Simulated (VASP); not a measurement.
## H2: single point with r2SCAN

System: H2, in a box.

```
CELL_PARAMETERS angstrom
8.00000 0.00000 0.00000
0.00000 8.00000 0.00000
0.00000 0.00000 8.00000
ATOMIC_POSITIONS crystal
H 0.50000 0.50000 0.43125
H 0.50000 0.50000 0.56875
```

```
Program                : VASP 6.6.1
Task                   : single point
Functional             : r2SCAN
Potentials or basis    : VASP PAW PBE potentials, release 64 (H)
Cutoff                 : 440 eV
k mesh                 : 1 × 1 × 1
Occupations            : gaussian, width 0.01 eV
Spin                   : no spin polarisation
Dipole correction      : no
Further INCAR settings : ALGO = Normal; EDIFF = 1e-06; NBANDS = 8
```

* Largest force: 4.863 eV/Å
* Gap between the frontier levels: 8.50 eV

Forces on the atoms (eV/Å):
```
H    0.000  0.000  4.863
H    0.000  0.000 -4.863
```

Levels at points of the mesh, in eV from the valence-band top:
```csv
k point,band 1,band 2,band 3,band 4,band 5,band 6
"(0.00, 0.00, 0.00)",0.00,8.50,9.51,11.39,11.39,11.67
```

It took 2.2 min on 1 thread of AMD EPYC 7R43 64-Core Processor (Zen 3) (shared host), peak memory 0.36 GiB.

Caveat: the PAW data sets were made with another functional, which shifts forces and pressure a little.
